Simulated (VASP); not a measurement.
Here is a VASP 6.6.1 calculation.

INCAR

```
SYSTEM = BN
  PREC = Accurate
  ENCUT = 520
  EDIFF = 1E-8
  ISMEAR = -1
  SIGMA = 0.02
  LREAL = .FALSE.
  LASPH = .TRUE.
  NELM = 80
  ALGO = Normal
  ISIF = 2
  LWAVE = .FALSE.
  LCHARG = .FALSE.
  GGA = PE
  LEFG = .TRUE.
  NBANDS = 16
```

KPOINTS

```
Automatic mesh
0
G
  12 12 7
  0 0 0
```

File POSCAR:

```
BN
1.0
    2.5360000000      0.0000000000      0.0000000000
   -1.2680000000      2.1962404240      0.0000000000
    0.0000000000      0.0000000000      4.1990000000
B N
2 2
Direct
    0.6666666667      0.3333333333      0.0002784272
    0.3333333333      0.6666666667      0.5002784272
    0.6666666667      0.3333333333      0.3747215728
    0.3333333333      0.6666666667      0.8747215728
```

Potentials or basis: VASP PAW PBE potentials, release 64 (B, N).

Command:

```bash
$ cat potpaw_PBE.64/B/POTCAR potpaw_PBE.64/N/POTCAR > POTCAR
$ mpirun -np 1 vasp_std > vasp.out
```

Question: Estimate the band gap on the k mesh.

Answer: 5.16 eV, indirect (least direct gap 8.34 eV).

Question: What does it give for the pressure?

Answer: 8.2 GPa.

Stress tensor (GPa, compression positive):
```
8.62 0.00 0.00
0.00 8.62 0.00
0.00 0.00 7.49
```

Caveat: without QUAD_EFG the Cq values of the log hold for a quadrupole moment of 1 mb, not for the nuclei. A k mesh can miss the band edges.
